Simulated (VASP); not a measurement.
# MoSe (F-43m) in VASP: relaxation of cell and atoms with PBE+U

Aim: the relaxation of cell and atoms of MoSe with PBE+U.

Everything below comes from runs of VASP 6.6.1. Logs are shortened: lines on timing, memory, paths and dates and some standing lists are left out, and cuts for length are marked.

## 1. The cell of the first run

It takes space group F-43m (No. 216, cubic). Conventional cell: a = 6.247 Å, b = 6.247 Å, c = 6.247 Å, α = 90.00°, β = 90.00°, γ = 90.00°. Mo (site symmetry -43m) has 4 Se at 2.70 Å within 3.6 Å. Within 3.6 Å of Se (site symmetry -43m) lie 4 Mo at 2.70 Å.

## 2. Relaxation of cell and atoms, PBE+U

Contents of INCAR:

```
SYSTEM = MoSe
ALGO = Normal
EDIFF = 1E-7
EDIFFG = -0.01
ENCUT = 600
GGA = PE
IBRION = 2
ISIF = 3
ISMEAR = 0
LASPH = .TRUE.
LCHARG = .FALSE.
LDAU = .TRUE.
LDAUJ = 0 0
LDAUL = 2 -1
LDAUPRINT = 1
LDAUTYPE = 2
LDAUU = 4.38 0
LMAXMIX = 4
LREAL = .FALSE.
LWAVE = .FALSE.
NELM = 150
NSW = 80
PREC = Accurate
SIGMA = 0.1
```

Contents of KPOINTS:

```
k-points
0
G
  12 12 12
  0 0 0
```

Contents of POSCAR:

```
MoSe
1.0
    0.0000000000      3.1234515502      3.1234515502
    3.1234515502      0.0000000000      3.1234515502
    3.1234515502      3.1234515502      0.0000000000
Mo Se
1 1
Direct
    0.0000000000      0.0000000000      0.0000000000
    0.2500000000      0.2500000000      0.2500000000
```

Potentials or basis: VASP PAW PBE potentials, release 64 (Mo_sv, Se).

On the command line:

```bash
$ cat potpaw_PBE.64/Mo_sv/POTCAR potpaw_PBE.64/Se/POTCAR > POTCAR
$ mpirun -np 1 vasp_std > vasp.out
```

OUTCAR:

```text
SYSTEM = MoSe
   EDIFF = 1E-7
   EDIFFG = -0.01
   ENCUT = 600
   GGA = PE
   IBRION = 2
   ISIF = 3
   ISMEAR = 0
   LASPH = .TRUE.
   LREAL = .FALSE.
   NELM = 150
   NSW = 80
   PREC = Accurate

 ion  position               nearest neighbor table
   1  0.000  0.000  0.000-   2 2.70   2 2.70   2 2.70   2 2.70
   2  0.250  0.250  0.250-   1 2.70   1 2.70   1 2.70   1 2.70

  LATTYP: Found a face centered cubic cell.
 ALAT       =     6.2469031004

  Lattice vectors:

 A1 = (   0.0000000000,   3.1234515502,   3.1234515502)
 A2 = (   3.1234515502,   0.0000000000,   3.1234515502)
 A3 = (   3.1234515502,   3.1234515502,   0.0000000000)

Analysis of symmetry for initial positions (statically):
=====================================================================
 Subroutine PRICEL returns:
 Original cell was already a primitive cell.

 Routine SETGRP: Setting up the symmetry group for a
 face centered cubic supercell.

 Subroutine GETGRP returns: Found 24 space group operations
 (whereof 24 operations were pure point group operations)
 out of a pool of 48 trial point group operations.

The static configuration has the point symmetry T_d .

Analysis of symmetry for dynamics (positions and initial velocities):
=====================================================================
 Subroutine PRICEL returns:
 Original cell was already a primitive cell.

 Routine SETGRP: Setting up the symmetry group for a
 face centered cubic supercell.

 Subroutine GETGRP returns: Found 24 space group operations
 (whereof 24 operations were pure point group operations)
 out of a pool of 48 trial point group operations.

The dynamic configuration has the point symmetry T_d .

 Subroutine INISYM returns: Found 24 space group operations
 (whereof 24 operations are pure point group operations),
 and found     1 'primitive' translations

----------------------------------------------------------------------------------------

                                     Primitive cell

  volume of cell :      60.9445

  direct lattice vectors                    reciprocal lattice vectors
     0.000000000  3.123451550  3.123451550    -0.160079320  0.160079320  0.160079320
     3.123451550  0.000000000  3.123451550     0.160079320 -0.160079320  0.160079320
     3.123451550  3.123451550  0.000000000     0.160079320  0.160079320 -0.160079320

  length of vectors
     4.417227544  4.417227544  4.417227544     0.277265515  0.277265515  0.277265515

  position of ions in fractional coordinates (direct lattice)
     0.000000000  0.000000000  0.000000000
     0.250000000  0.250000000  0.250000000

  ion indices of the primitive-cell ions
   primitive index   ion index
                 1           1
                 2           2

----------------------------------------------------------------------------------------

 KPOINTS: k-points

Automatic generation of k-mesh.
 Grid dimensions read from file:
 generate k-points for:   12   12   12

 Generating k-lattice:

  Cartesian coordinates                     Fractional coordinates (reciprocal lattice)
    -0.013339943  0.013339943  0.013339943     0.083333333  0.000000000  0.000000000
     0.013339943 -0.013339943  0.013339943     0.000000000  0.083333333  0.000000000
     0.013339943  0.013339943 -0.013339943     0.000000000  0.000000000  0.083333333

  Length of vectors
     0.023105460  0.023105460  0.023105460

  Shift w.r.t. Gamma in fractional coordinates (k-lattice)
     0.000000000  0.000000000  0.000000000

 Subroutine IBZKPT returns following result:
 ===========================================

 Found     72 irreducible k-points:

 Following reciprocal coordinates:
            Coordinates               Weight
  0.000000  0.000000  0.000000      1.000000
  0.083333  0.000000  0.000000      8.000000
  0.166667  0.000000  0.000000      8.000000
  0.250000  0.000000  0.000000      8.000000
  0.333333  0.000000  0.000000      8.000000
  0.416667  0.000000  0.000000      8.000000
[... 16 lines left out ...]
  0.500000  0.166667  0.000000     24.000000
 -0.416667  0.166667  0.000000     24.000000
 [... further k-points ...]
   k-points           NKPTS =     72   k-points in BZ     NKDIM =     72   number of bands    NBANDS=     14
   number of dos      NEDOS =    301   number of ions     NIONS =      2
   total plane-waves  NPLWV =  46656
   dimension x,y,z NGX =    36 NGY =   36 NGZ =   36
   dimension x,y,z NGXF=    72 NGYF=   72 NGZF=   72
   ions per type =               1   1
   NGX,Y,Z   is equivalent  to a cutoff of  13.55, 13.55, 13.55 a.u.
   NGXF,Y,Z  is equivalent  to a cutoff of  27.10, 27.10, 27.10 a.u.
 SYSTEM =  MoSe
   PREC   = accura    normal or accurate (medium, high low for compatibility)
   ISTART =      0    job   : 0-new  1-cont  2-samecut
   ICHARG =      2    charge: 1-file 2-atom 10-const
   ISPIN  =      1    spin polarized calculation?
   LNONCOLLINEAR =      F non collinear calculations
   LSORBIT =      F    spin-orbit coupling
   LASPH  =      T    aspherical Exc in radial PAW
   ENCUT  =  600.0 eV  44.10 Ry    6.64 a.u.   8.82  8.82  8.82*2*pi/ulx,y,z
   NELM   =    150;   NELMIN=  2; NELMDL= -5     # of ELM steps
   EDIFF  = 0.1E-06   stopping-criterion for ELM
   LREAL  =      F    real-space projection
   EDIFFG = -.1E-01   stopping-criterion for IOM
   NSW    =     80    number of steps for IOM
   IBRION =      2    ionic relax: 0-MD 1-quasi-New 2-CG
   NFREE  =      1    steps in history (QN), initial steepest desc. (CG)
   ISIF   =      3    stress and relaxation
   ISYM   =      2    0-nonsym 1-usesym 2-fastsym
   POTIM  = 0.5000    time-step for ionic-motion
   TEBEG  =    0.0;   TEEND  =   0.0 temperature during run
   PSTRESS=    0.0 pullay stress
   NELECT =      20.0000    total number of electrons
   NUPDOWN=      -1.0000    fix difference up-down
   EMIN   =  10.00;   EMAX   =-10.00  energy-range for DOS
   EFERMI =   0.00;   METHOD = LEGACY
   ISMEAR =     0;   SIGMA  =   0.10  broadening in eV -4-tet -1-fermi 0-gaus
   EFERMI_NEDOS =   21; number of points for ismear=-14 and -15
   IALGO  =     38    algorithm
   IMIX   =      4    mixing-type and parameters
     AMIX     =   0.40;   BMIX     =  1.00
     AMIX_MAG =   1.60;   BMIX_MAG =  1.00
  volume/ion in A,a.u.               =      30.47       205.64
  Fermi-wavevector in a.u.,A,eV,Ry     =   1.129207  2.133891 17.348890  1.275107
  Thomas-Fermi vector in A             =   2.265899
   LORBIT       =      0    0 simple, 1 ext, 2 COOP (PROOUT), +10 PAW based schemes
 LDA+U is selected, type is set to LDAUTYPE =  2
   angular momentum for each species LDAUL =     2   -1
   U (eV)           for each species LDAUU =   4.4  0.0
   J (eV)           for each species LDAUJ =   0.0  0.0
   GGA     = PE    functional components
   LHFCALC =     F    Hartree Fock is set to
   AEXX    =    0.0000 exact exchange contribution
   IVDW    =     0    specifies the selected vdW correction
   LEPSILON=     F    determine dielectric tensor
   LRPA    =     F    only Hartree local field effects (RPA)
 conjugate gradient relaxation of ions
 non-spin polarized calculation
 Gauss-broadening in eV      SIGMA  =   0.10
  energy-cutoff  :      600.00
  volume of cell :       60.94
 maximum number of plane-waves:      2085
   NGX = 17   NGY = 17   NGZ = 17

--------------------------------------- Ionic step        1  -------------------------------------------

 number of electron      20.0000000 magnetization

 Free energy of the ion-electron system (eV)
  ---------------------------------------------------
  ext. energy  EPLUGINS =         0.00000000
  ---------------------------------------------------
  free energy    TOTEN  =        -8.31568077 eV

  energy without entropy =       -8.31568068  energy(sigma->0) =       -8.31568073

 E-fermi :   3.5513     XC(G=0):  -8.7218

 val. band max:        3.2530674604   @ k =  -0.2500   0.5000   0.2500
 cond. band min:       3.8635288140   @ k =  -0.2500   0.5000   0.2500
 fundamental gap:      0.6104613537
 Fermi energy:         3.5512654285

 k-point     1 :       0.0000    0.0000    0.0000
  band No.  band energies     occupation
      1     -57.1110      2.00000
      2     -31.1936      2.00000
      3     -31.1936      2.00000
      4     -31.1935      2.00000
      5      -9.5218      2.00000
      6       0.5834      2.00000
      7       0.5834      2.00000
      8       0.5835      2.00000
      9       2.4601      2.00000
     10       2.4602      2.00000
     11       4.4528      0.00000
     12       7.6763      0.00000
     13       7.6763      0.00000
     14       7.6764      0.00000
[... 492 lines left out ...]
  FREE ENERGIE OF THE ION-ELECTRON SYSTEM (eV)
  ---------------------------------------------------
  free  energy   TOTEN  =        -8.4778035248 eV

  energy  without entropy=       -8.4694098069  energy(sigma->0) =       -8.47360667

atom =   1  type =  1  l = 2

 onsite density matrix

spin component  1

  0.2028  0.0000  0.0000 -0.0000 -0.0000
  0.0000  0.2028  0.0000 -0.0000 -0.0000
  0.0000  0.0000  0.7073  0.0000  0.0000
 -0.0000 -0.0000  0.0000  0.2028 -0.0000
 -0.0000 -0.0000  0.0000 -0.0000  0.7073

spin component  2

  0.2028  0.0000  0.0000 -0.0000 -0.0000
  0.0000  0.2028  0.0000 -0.0000 -0.0000
  0.0000  0.0000  0.7073  0.0000  0.0000
 -0.0000 -0.0000  0.0000  0.2028 -0.0000
 -0.0000 -0.0000  0.0000 -0.0000  0.7073

 occupancies and eigenvectors

  o =  0.2028  v =  1.0000  0.0000  0.0000  0.0000  0.0000  0.0000  0.0000  0.0000  0.0000  0.0000      0.0000  0.0000  0.0000  0.0000  0.0000  0.0000  0.0000  0.0000  0.0000  0.0000
  o =  0.2028  v =  0.0000  0.0000  0.0000  0.0000  0.0000  1.0000  0.0000  0.0000  0.0000  0.0000      0.0000  0.0000  0.0000  0.0000  0.0000  0.0000  0.0000  0.0000  0.0000  0.0000
  o =  0.2028  v =  0.0000  0.8692 -0.0000 -0.4944 -0.0000  0.0000  0.0000  0.0000  0.0000  0.0000      0.0000  0.0000  0.0000  0.0000  0.0000  0.0000  0.0000  0.0000  0.0000  0.0000
  o =  0.2028  v =  0.0000  0.0000  0.0000  0.0000  0.0000  0.0000  0.8692 -0.0000 -0.4944 -0.0000      0.0000  0.0000  0.0000  0.0000  0.0000  0.0000  0.0000  0.0000  0.0000  0.0000
  o =  0.2028  v =  0.0000  0.4944 -0.0000  0.8692 -0.0000  0.0000  0.0000  0.0000  0.0000  0.0000      0.0000  0.0000  0.0000  0.0000  0.0000  0.0000  0.0000  0.0000  0.0000  0.0000
  o =  0.2028  v =  0.0000  0.0000  0.0000  0.0000  0.0000  0.0000  0.4944 -0.0000  0.8692 -0.0000      0.0000  0.0000  0.0000  0.0000  0.0000  0.0000  0.0000  0.0000  0.0000  0.0000
  o =  0.7073  v =  0.0000  0.0000  0.0000  0.0000  0.0000  0.0000  0.0000  0.3514  0.0000  0.9362      0.0000  0.0000  0.0000  0.0000  0.0000  0.0000  0.0000  0.0000  0.0000  0.0000
  o =  0.7073  v =  0.0000  0.0000  0.3514  0.0000  0.9362  0.0000  0.0000  0.0000  0.0000  0.0000      0.0000  0.0000  0.0000  0.0000  0.0000  0.0000  0.0000  0.0000  0.0000  0.0000
  o =  0.7073  v =  0.0000  0.0000  0.0000  0.0000  0.0000  0.0000  0.0000  0.9362 -0.0000 -0.3514      0.0000  0.0000  0.0000  0.0000  0.0000  0.0000  0.0000  0.0000  0.0000  0.0000
  o =  0.7073  v =  0.0000  0.0000  0.9362 -0.0000 -0.3514  0.0000  0.0000  0.0000  0.0000  0.0000      0.0000  0.0000  0.0000  0.0000  0.0000  0.0000  0.0000  0.0000  0.0000  0.0000

--------------------------------------- Ionic step        4  -------------------------------------------

 number of electron      20.0000000 magnetization

 Free energy of the ion-electron system (eV)
  ---------------------------------------------------
  ext. energy  EPLUGINS =         0.00000000
  ---------------------------------------------------
  free energy    TOTEN  =        -8.47790620 eV

  energy without entropy =       -8.46903361  energy(sigma->0) =       -8.47346991

 E-fermi :   4.9848     XC(G=0):  -9.6759

 val. band max:        4.9783448577   @ k =  -0.2500   0.5000   0.2500
 cond. band min:       5.0244062906   @ k =  -0.4167   0.4167   0.0000
 fundamental gap:      0.0460614329
 Fermi energy:         4.9847775561

 k-point     1 :       0.0000    0.0000    0.0000
  band No.  band energies     occupation
      1     -55.4602      2.00000
      2     -29.5826      2.00000
      3     -29.5826      2.00000
      4     -29.5826      2.00000
      5      -8.7842      2.00000
      6       1.3804      2.00000
      7       1.3804      2.00000
      8       1.3804      2.00000
      9       4.2038      2.00000
     10       4.2038      2.00000
     11       6.3500      0.00000
     12       9.8021      0.00000
     13       9.8022      0.00000
     14       9.8022      0.00000
[... 420 lines left out ...]
  FREE ENERGIE OF THE ION-ELECTRON SYSTEM (eV)
  ---------------------------------------------------
  free  energy   TOTEN  =        -8.4779062049 eV

  energy  without entropy=       -8.4690336055  energy(sigma->0) =       -8.47346991

 reached required accuracy - stopping structural energy minimisation
```

It took 99 s on 1 thread of Intel Xeon 6975P-C (Granite Rapids), shared host; peak memory 0.27 GiB.

What came out:

| Quantity | Value |
| --- | --- |
| Free energy | -8.4779 eV |
| Relaxed volume | 25.25 Å³/atom |
| Relaxed cell | a = 4.149 Å, b = 4.149 Å, c = 4.149 Å, α = 60.00°, β = 60.00°, γ = 60.00° |
| Space group after relaxing (to 0.1 Å) | F-43m (No. 216) |
| Energy gained by relaxing | 81.1 meV/atom |
| Ionic steps | 4 |
| Pressure after relaxing | 0.0 GPa |
| Band gap on the k mesh | zero (bands 10 and 11 overlap by 0.06 eV) |

Step by step:
```
step  energy change (eV)  largest force (eV/Å)  pressure (GPa)  volume (Å³)
   1              0.0000                0.0000           -5.40        60.94
   2             -0.1580                0.0000           -0.70        52.32
   3             -0.1621                0.0000           -0.14        50.83
   4             -0.1622                0.0000            0.05        50.49
```

Final structure:
```xyz
2
Lattice="0.0000 2.9336 2.9336 2.9336 0.0000 2.9336 2.9336 2.9336 0.0000" Properties=species:S:1:pos:R:3 pbc="T T T"
Mo    5.8672    5.8672    5.8672
Se    1.4668    1.4668    1.4668
```

Eigenvalues of the final occupation matrices:
```tsv
site	spin	trace	eigenvalues
site 1 d	1	2.02	0.20 0.20 0.20 0.71 0.71
site 1 d	2	2.02	0.20 0.20 0.20 0.71 0.71
```

Caveat: the volume moved by over 15 % at a fixed basis, so the end points are rough; U without spin polarisation on a metal has little footing.
